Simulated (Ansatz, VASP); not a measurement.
## CsCl3 in VASP and in Ansatz

File INCAR:

```
SYSTEM = CsCl3
ALGO = Normal
EDIFF = 1E-7
ENCUT = 520
GGA = PS
ISIF = 2
ISMEAR = 0
LASPH = .TRUE.
LCHARG = .FALSE.
LREAL = .FALSE.
LWAVE = .FALSE.
NBANDS = 23
NELM = 100
PREC = Accurate
SIGMA = 0.1
```

Contents of KPOINTS:

```
k-points
0
G
  6 6 6
  0 0 0
```

POSCAR

```
CsCl3
1.0
   -2.1636817771      2.1636817771      8.1583822632
    2.1636817771     -2.1636817771      8.1583822632
    2.1636817771      2.1636817771     -8.1583822632
Cs Cl
1 3
Direct
    0.0000000000      0.0000000000      0.0000000000
    0.7500000000      0.2500000000      0.5000000000
    0.2500000000      0.7500000000      0.5000000000
    0.5000000000      0.5000000000      0.0000000000
```

Input for Ansatz:

```yaml
crystal:
  lattice:
    - [-2.1636817771, 2.1636817771, 8.1583822632]
    - [2.1636817771, -2.1636817771, 8.1583822632]
    - [2.1636817771, 2.1636817771, -8.1583822632]
  atoms:
    - { symbol: Cs, position: [0.0, 0.0, 0.0] }
    - { symbol: Cl, position: [0.75, 0.25, 0.5] }
    - { symbol: Cl, position: [0.25, 0.75, 0.5] }
    - { symbol: Cl, position: [0.5, 0.5, 0.0] }
basis:
  ecutwfc: 420
kpoints:
  mp_grid: { grid: [6, 6, 6] }
hamiltonian:
  xc: pbesol
scf:
  occupations: { method: gaussian, width: 0.1 }
output:
  forces: true
  stress: true
  eigenvalues: true
```

Alike in both runs: task single point; functional PBEsol; k mesh 6 × 6 × 6; occupations gaussian, width 0.1 eV; no spin polarisation.

|  | VASP | Ansatz |
| --- | --- | --- |
| version | VASP 6.6.1 | Ansatz 0.2.0 |
| potentials or method | VASP PAW PBE potentials, release 64 (Cs_sv, Cl), cutoff 520 eV | scalar-relativistic, plane waves, PAW |
| valence electrons in the cell | 30 | 30 |

VASP gave:

```
gap on the k mesh at the Fermi level (eV)                     : none
pressure (GPa)                                                : -0.5
traceless stress, the component that is largest in VASP (GPa) : -0.29
```

Q: Estimate Ansatz's values.

A: gap on the k mesh at the Fermi level (eV): none; pressure (GPa): -0.5; traceless stress, the component that is largest in VASP (GPa): -0.21.

VASP's potentials were made for PBE, not for PBEsol. A gap of «none» marks a metal or a gap that the smearing closes. With one functional, cell and mesh, what is left measures potentials, basis and numerics.

Spin-orbit coupling is off throughout.
